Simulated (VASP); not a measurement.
Input of a VASP 6.6.1 run:

File INCAR:

```
SYSTEM = CdB15N15
ALGO = Normal ; EDIFF = 1E-6
ENCUT = 520 ; GGA = PE
GGA_COMPAT = .False. ; ISIF = 2
ISMEAR = -1 ; ISPIN = 2
LASPH = .True. ; LCHARG = .False.
LORBIT = 11 ; LREAL = Auto
LWAVE = .False. ; MAGMOM = 0.01 0 0 0.01 0 0 0 0 0 0 0 0.01 0 0 0 0.02 0.02 0.02 0.02 0.02 0.14 0.17 0.02 0.02 0.14 0.02 0.01 0.02 0.02 0.01 0.01
NBANDS = 91 ; NELECT = 131.0
NELM = 200 ; NUPDOWN = 1.0
PREC = Accurate ; SIGMA = 0.01
```

The input KPOINTS:

```
k-points
0
Gamma
  1 1 1
  0 0 0
```

Contents of POSCAR:

```
CdB15N15
1.0
   -3.6241103844      3.6241103844     -3.6241103844
    3.6241103844      3.6241103844      3.6241103844
    3.6241103844     -3.6241103844     -3.6241103844
B Cd N
15 1 15
Direct
    0.0000992272     -0.0013427417     -0.0260971681
    0.0048153123      0.2552783132      0.7582630264
    0.0055105795      0.5070020414      0.5076978646
   -0.0005801021      0.7210186863      0.2508140547
    0.2563853503      0.0051125545      0.7594820355
    0.2564893119      0.5054568035      0.2556573837
    0.2515049743      0.7503547967      0.0029812063
    0.5068077648      0.0040322119      0.5076089067
    0.5085424012      0.2552327575      0.2571643013
    0.5031904985      0.5014291877      0.0057588770
    0.5031802811      0.7540087296      0.7551263884
    0.7226743513     -0.0011245887      0.2511457319
    0.7520693312      0.2504787702      0.0028362870
    0.7545420797      0.5021226355      0.7536463364
    0.7513506225      0.7508543188      0.5027453151
    0.1362594222      0.1352129299      0.3874966139
    0.0016657273      0.2535969751      0.0049821937
    0.0078406815      0.5046066682      0.7564820339
    0.0006934709      0.7544400184      0.5051580527
    0.2541177415     -0.0002966682      0.0064112666
    0.2549391896      0.2536360692      0.7853946600
    0.2546260077      0.5341913011      0.5066666694
    0.2545230515      0.7526269861      0.2529360539
    0.5051931889      0.0070844721      0.7567930465
    0.5340621943      0.2543651730      0.5054067815
    0.5056227908      0.5042383244      0.2591227629
    0.5033466439      0.7518838136      0.0043350622
    0.7534354015      0.0006948474      0.5059174846
    0.7555019664      0.2530335564      0.2519277164
    0.7528820133      0.5021413264      0.0039166308
    0.7528940984      0.7520716938      0.7545892829
```

Potentials or basis: VASP PAW PBE potentials, release 64 (B, Cd, N).

Launch:

```bash
$ cat potpaw_PBE.64/B/POTCAR potpaw_PBE.64/Cd/POTCAR potpaw_PBE.64/N/POTCAR > POTCAR
$ mpirun -np 1 vasp_gam > vasp.out
```

Question: Predict the largest force.

Answer: 0.619 eV/Å.

Forces in eV/Å, atoms in the order of the input:
```
B   -0.231  0.155  0.314
B   -0.054  0.080  0.039
B    0.014 -0.189  0.027
B   -0.302 -0.247 -0.127
B   -0.252  0.007  0.046
B   -0.007 -0.030 -0.046
B   -0.137  0.060 -0.073
B    0.083 -0.072  0.089
B    0.008 -0.013  0.230
B    0.006 -0.015  0.099
B   -0.113 -0.012  0.055
B    0.158 -0.290  0.248
B    0.066  0.097  0.137
B   -0.009 -0.096  0.000
B    0.100 -0.142 -0.037
Cd  -0.008 -0.007  0.006
N    0.099 -0.382 -0.475
N   -0.184 -0.027  0.031
N    0.014  0.274  0.015
N    0.350 -0.058 -0.033
N    0.125  0.117  0.110
N   -0.088  0.137 -0.147
N    0.400  0.116  0.323
N   -0.029 -0.056  0.168
N    0.115 -0.101 -0.113
N   -0.062 -0.183  0.005
N    0.153  0.094 -0.149
N   -0.366  0.481 -0.130
N   -0.080  0.004 -0.351
N    0.102  0.141 -0.149
N    0.129  0.155 -0.112
```

Caveat: the k points lie up to 1.23 Å⁻¹ apart; the cell carries a net charge on a neutralising background, which shifts energy and pressure; the total moment is fixed, so each spin has its own Fermi level.
